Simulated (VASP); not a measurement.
# Pt (Fm-3m) in VASP: further runs

Runs on Pt. Level: PBEsol. Tasks: single point, relaxation of cell and atoms.

Program: VASP 6.6.1. These are calculated values, not measurements. Logs are shortened: lines on timing, memory, paths and dates and some standing lists are left out, and cuts for length are marked.

## (1) The cell of the first run

The structure is cubic, space group Fm-3m (No. 225). The conventional cell has a = 3.918 Å, b = 3.918 Å, c = 3.918 Å, α = 90.00°, β = 90.00°, γ = 90.00°. Pt (site symmetry m-3m) has 12 Pt at 2.77 Å within 3.7 Å.

## (2) Single point, PBEsol

INCAR

```
SYSTEM = Pt
PREC = Accurate
ENCUT = 500
EDIFF = 1E-6
ISMEAR = -1
SIGMA = 0.05
LREAL = .FALSE.
LASPH = .TRUE.
NELM = 120
ALGO = Normal
ISIF = 2
LWAVE = .FALSE.
LCHARG = .FALSE.
GGA = PS
NBANDS = 11
GGA_COMPAT = .FALSE.
```

KPOINTS

```
regular mesh
0
G
  14 14 14
  0 0 0
```

POSCAR

```
Pt
1.0
    0.0000000000      1.9588428858      1.9588428858
    1.9588428858      0.0000000000      1.9588428858
    1.9588428858      1.9588428858      0.0000000000
Pt
1
Direct
    0.0000000000      0.0000000000      0.0000000000
```

Potentials or basis: VASP PAW PBE potentials, release 64 (Pt).

Run with:

```
$ cat potpaw_PBE.64/Pt/POTCAR > POTCAR
$ mpirun -np 1 vasp_std > vasp.out
```

OUTCAR:

```text
SYSTEM = Pt
   PREC = Accurate
   ENCUT = 500
   EDIFF = 1E-6
   ISMEAR = -1
   LREAL = .FALSE.
   LASPH = .TRUE.
   NELM = 120
   ISIF = 2
   GGA = PS

 ion  position               nearest neighbor table
   1  0.000  0.000  0.000-

  LATTYP: Found a face centered cubic cell.
 ALAT       =     3.9176857716

  Lattice vectors:

 A1 = (   0.0000000000,   1.9588428858,   1.9588428858)
 A2 = (   1.9588428858,   0.0000000000,   1.9588428858)
 A3 = (   1.9588428858,   1.9588428858,   0.0000000000)

Analysis of symmetry for initial positions (statically):
=====================================================================
 Subroutine PRICEL returns:
 Original cell was already a primitive cell.

 Routine SETGRP: Setting up the symmetry group for a
 face centered cubic supercell.

 Subroutine GETGRP returns: Found 48 space group operations
 (whereof 48 operations were pure point group operations)
 out of a pool of 48 trial point group operations.

The static configuration has the point symmetry O_h .

Analysis of symmetry for dynamics (positions and initial velocities):
=====================================================================
 Subroutine PRICEL returns:
 Original cell was already a primitive cell.

 Routine SETGRP: Setting up the symmetry group for a
 face centered cubic supercell.

 Subroutine GETGRP returns: Found 48 space group operations
 (whereof 48 operations were pure point group operations)
 out of a pool of 48 trial point group operations.

The dynamic configuration has the point symmetry O_h .

 Subroutine INISYM returns: Found 48 space group operations
 (whereof 48 operations are pure point group operations),
 and found     1 'primitive' translations

----------------------------------------------------------------------------------------

                                     Primitive cell

  volume of cell :      15.0324

  direct lattice vectors                    reciprocal lattice vectors
     0.000000000  1.958842886  1.958842886    -0.255252733  0.255252733  0.255252733
     1.958842886  0.000000000  1.958842886     0.255252733 -0.255252733  0.255252733
     1.958842886  1.958842886  0.000000000     0.255252733  0.255252733 -0.255252733

  length of vectors
     2.770222176  2.770222176  2.770222176     0.442110702  0.442110702  0.442110702

  position of ions in fractional coordinates (direct lattice)
     0.000000000  0.000000000  0.000000000

  ion indices of the primitive-cell ions
   primitive index   ion index
                 1           1

----------------------------------------------------------------------------------------

 KPOINTS: regular mesh

Automatic generation of k-mesh.
 Grid dimensions read from file:
 generate k-points for:   14   14   14

 Generating k-lattice:

  Cartesian coordinates                     Fractional coordinates (reciprocal lattice)
    -0.018232338  0.018232338  0.018232338     0.071428571  0.000000000  0.000000000
     0.018232338 -0.018232338  0.018232338     0.000000000  0.071428571  0.000000000
     0.018232338  0.018232338 -0.018232338     0.000000000  0.000000000  0.071428571

  Length of vectors
     0.031579336  0.031579336  0.031579336

  Shift w.r.t. Gamma in fractional coordinates (k-lattice)
     0.000000000  0.000000000  0.000000000

 Subroutine IBZKPT returns following result:
 ===========================================

 Found    104 irreducible k-points:

 Following reciprocal coordinates:
            Coordinates               Weight
  0.000000  0.000000  0.000000      1.000000
  0.071429  0.000000  0.000000      8.000000
  0.142857  0.000000  0.000000      8.000000
  0.214286  0.000000  0.000000      8.000000
  0.285714  0.000000  0.000000      8.000000
  0.357143  0.000000  0.000000      8.000000
[... 16 lines left out ...]
  0.214286  0.142857  0.000000     24.000000
  0.285714  0.142857  0.000000     24.000000
 [... further k-points ...]
   k-points           NKPTS =    104   k-points in BZ     NKDIM =    104   number of bands    NBANDS=     11
   number of dos      NEDOS =    301   number of ions     NIONS =      1
   total plane-waves  NPLWV =   8000
   dimension x,y,z NGX =    20 NGY =   20 NGZ =   20
   dimension x,y,z NGXF=    40 NGYF=   40 NGZF=   40
   ions per type =               1
   NGX,Y,Z   is equivalent  to a cutoff of  12.00, 12.00, 12.00 a.u.
   NGXF,Y,Z  is equivalent  to a cutoff of  24.00, 24.00, 24.00 a.u.
 SYSTEM =  Pt
   PREC   = accura    normal or accurate (medium, high low for compatibility)
   ISTART =      0    job   : 0-new  1-cont  2-samecut
   ICHARG =      2    charge: 1-file 2-atom 10-const
   ISPIN  =      1    spin polarized calculation?
   LNONCOLLINEAR =      F non collinear calculations
   LSORBIT =      F    spin-orbit coupling
   LASPH  =      T    aspherical Exc in radial PAW
   ENCUT  =  500.0 eV  36.75 Ry    6.06 a.u.   5.05  5.05  5.05*2*pi/ulx,y,z
   NELM   =    120;   NELMIN=  2; NELMDL= -5     # of ELM steps
   EDIFF  = 0.1E-05   stopping-criterion for ELM
   LREAL  =      F    real-space projection
   EDIFFG = 0.1E-04   stopping-criterion for IOM
   NSW    =      0    number of steps for IOM
   IBRION =     -1    ionic relax: 0-MD 1-quasi-New 2-CG
   NFREE  =      0    steps in history (QN), initial steepest desc. (CG)
   ISIF   =      2    stress and relaxation
   ISYM   =      2    0-nonsym 1-usesym 2-fastsym
   POTIM  = 0.5000    time-step for ionic-motion
   TEBEG  =    0.0;   TEEND  =   0.0 temperature during run
   PSTRESS=    0.0 pullay stress
   NELECT =      10.0000    total number of electrons
   NUPDOWN=      -1.0000    fix difference up-down
   EMIN   =  10.00;   EMAX   =-10.00  energy-range for DOS
   EFERMI =   0.00;   METHOD = LEGACY
   ISMEAR =    -1;   SIGMA  =   0.05  broadening in eV -4-tet -1-fermi 0-gaus
   EFERMI_NEDOS =   21; number of points for ismear=-14 and -15
   IALGO  =     38    algorithm
   IMIX   =      4    mixing-type and parameters
     AMIX     =   0.40;   BMIX     =  1.00
     AMIX_MAG =   1.60;   BMIX_MAG =  1.00
  volume/ion in A,a.u.               =      15.03       101.44
  Fermi-wavevector in a.u.,A,eV,Ry     =   1.429109  2.700624 27.787877  2.042351
  Thomas-Fermi vector in A             =   2.549098
   LORBIT       =      0    0 simple, 1 ext, 2 COOP (PROOUT), +10 PAW based schemes
   GGA     = PS    functional components
   LHFCALC =     F    Hartree Fock is set to
   AEXX    =    0.0000 exact exchange contribution
   IVDW    =     0    specifies the selected vdW correction
   LEPSILON=     F    determine dielectric tensor
   LRPA    =     F    only Hartree local field effects (RPA)
 non-spin polarized calculation
  energy-cutoff  :      500.00
  volume of cell :       15.03
 maximum number of plane-waves:       392
   NGX = 11   NGY = 11   NGZ = 11

 number of electron      10.0000001 magnetization

 Free energy of the ion-electron system (eV)
  ---------------------------------------------------
  ext. energy  EPLUGINS =         0.00000000
  ---------------------------------------------------
  free energy    TOTEN  =        -6.97793380 eV

  energy without entropy =       -6.96426961  energy(sigma->0) =       -6.97110171

 E-fermi :  11.1488     XC(G=0): -13.6471

 val. band max:       11.1334361910   @ k =   0.5000   0.3571   0.0714
 cond. band min:      11.1642144320   @ k =   0.4286   0.1429   0.0000
 fundamental gap:      0.0307782410
 Fermi energy:        11.1488413760

 k-point     1 :       0.0000    0.0000    0.0000
  band No.  band energies     occupation
      1       0.8259      2.00000
      2       7.3329      2.00000
      3       7.3329      2.00000
      4       7.3329      2.00000
      5       9.5256      2.00000
      6       9.5256      2.00000
      7      25.7720      0.00000
      8      30.7506      0.00000
      9      30.7506      0.00000
     10      30.7506      0.00000
     11      36.0609      0.00000

 k-point     2 :       0.0714    0.0000    0.0000
  band No.  band energies     occupation
      1       1.0315      2.00000
      2       7.2410      2.00000
      3       7.4144      2.00000
      4       7.4144      2.00000
      5       9.4803      2.00000
      6       9.4803      2.00000
      7      26.0921      0.00000
      8      29.7126      0.00000
      9      31.0677      0.00000
     10      31.0677      0.00000
     11      37.1798      0.00000

 k-point     3 :       0.1429    0.0000    0.0000
  band No.  band energies     occupation
      1       1.6160      2.00000
      2       7.0313      2.00000
      3       7.6041      2.00000
      4       7.6041      2.00000
      5       9.4126      2.00000
      6       9.4126      2.00000
      7      26.8947      0.00000
      8      27.7632      0.00000
      9      31.9695      0.00000
     10      31.9695      0.00000
     11      36.8751      0.00000

 k-point     4 :       0.2143    0.0000    0.0000
  band No.  band energies     occupation
      1       2.4545      2.00000
      2       6.9003      2.00000
      3       7.7282      2.00000
      4       7.7282      2.00000
      5       9.5218      2.00000
      6       9.5218      2.00000
      7      25.5988      0.00000
      8      27.5725      0.00000
      9      33.2644      0.00000
     10      33.2644      0.00000
     11      34.9089      0.00000
[... 239 lines left out ...]
 k-point    22 :       0.1429    0.1429    0.0000
  band No.  band energies     occupation
      1       1.8869      2.00000
      2       6.6727      2.00000
      3       7.8973      2.00000
      4       7.8973      2.00000
      5       8.8008      2.00000
      6       9.8073      2.00000
      7      27.4130      0.00000
      8      29.0996      0.00000
      9      30.6151      0.00000
     10      30.6151      0.00000
     11      38.4718      0.00000

 k-point    23 :       0.2143    0.1429    0.0000
  band No.  band energies     occupation
      1       2.5395      2.00000
      2       6.3954      2.00000
      3       8.0194      2.00000
      4       8.1615      2.00000
      5       8.7436      2.00000
      6       9.9707      2.00000
      7      27.6605      0.00000
      8      28.2731      0.00000
      9      30.3873      0.00000
     10      31.0868      0.00000
     11      35.9289      0.00000

 k-point    24 :       0.2857    0.1429    0.0000
  band No.  band energies     occupation
      1       3.3729      2.00000
      2       6.2522      2.00000
      3       7.6852      2.00000
      4       8.2682      2.00000
      5       9.4015      2.00000
      6      10.2985      2.00000
      7      25.3715      0.00000
      8      28.4831      0.00000
      9      30.0562      0.00000
     10      31.4155      0.00000
     11      35.4288      0.00000

 [... further k-points ...]
[... 5 lines left out ...]
  --------------------------------------------------------------------------------------
  -------------------------------------------------------------------------------------
  Total       -0.0366304     -0.0366304     -0.0366304      0.0000000      0.0000000      0.0000000
  in kB       -3.9041265     -3.9041265     -3.9041265      0.0000000      0.0000000      0.0000000
  external PRESSURE =      -3.9041265 kB  Pullay stress =       0.0000000 kB

 VOLUME and BASIS-vectors are now :
 -----------------------------------------------------------------------------
  energy-cutoff  :      500.00
  volume of cell :       15.03
      direct lattice vectors                 reciprocal lattice vectors
     0.000000000  1.958842886  1.958842886    -0.255252733  0.255252733  0.255252733
     1.958842886  0.000000000  1.958842886     0.255252733 -0.255252733  0.255252733
     1.958842886  1.958842886  0.000000000     0.255252733  0.255252733 -0.255252733

 POSITION                                       TOTAL-FORCE (eV/Angst)
 -----------------------------------------------------------------------------------
      0.00000      0.00000      0.00000        -0.000000     -0.000000      0.000000
 -----------------------------------------------------------------------------------
    total drift:                                0.000000      0.000000      0.000000

  FREE ENERGIE OF THE ION-ELECTRON SYSTEM (eV)
  ---------------------------------------------------
  free  energy   TOTEN  =        -6.9779338042 eV

  energy  without entropy=       -6.9642696087  energy(sigma->0) =       -6.97110171
```

Run time: 16 s. Hardware: 1 thread of Intel Xeon Platinum 8259CL at 2.50GHz (Skylake/Cascade Lake), shared host; peak memory 0.14 GiB.

What came out:

- Free energy: -6.9779 eV
- Pressure: -0.4 GPa
- Band gap on the k mesh: zero (band 5 reaches 11.66 eV, above the bottom of band 6 at 9.41 eV)

Caveat: the PAW data sets were made with another functional, which shifts forces and pressure a little; spin-orbit coupling is left out, which moves the levels of the heavy elements.

(Part 1 of 2 ends here.)
